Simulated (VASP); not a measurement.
A run of VASP 6.6.1:

The input INCAR:

```
PREC = Accurate ; ENCUT = 600
EDIFF = 1E-7 ; ISMEAR = 0
SIGMA = 0.1 ; LREAL = F
LASPH = T ; NELM = 100
ALGO = Normal ; ISIF = 3
LWAVE = F ; LCHARG = F
GGA = PS ; IBRION = 2
NSW = 100 ; EDIFFG = -0.005
```

File KPOINTS:

```
Automatic mesh
0
Gamma
  12 12 12
```

The input POSCAR:

```
Sn
1.0
    0.0000000000      3.2333428000      3.2333428000
    3.2333428000      0.0000000000      3.2333428000
    3.2333428000      3.2333428000      0.0000000000
Sn
2
Direct
    0.0000000000      0.0000000000      0.0000000000
    0.2500000000      0.2500000000      0.2500000000
```

Potentials or basis: VASP PAW PBE potentials, release 64 (Sn_d).

Run with:

```sh
$ cat potpaw_PBE.64/Sn_d/POTCAR > POTCAR
$ mpirun -np 1 vasp_std > vasp.out
```

Hardware: 1 thread of Intel Xeon 8259CL, with other jobs on the host.

**Question.** Estimate the wall time of this run.

**Answer.** Wall time 6.3 min on 1 thread of Intel Xeon 8259CL, with other jobs on the host, peak memory 0.3 GiB. Counts: scf iterations 30, k points 72, ion steps 3.
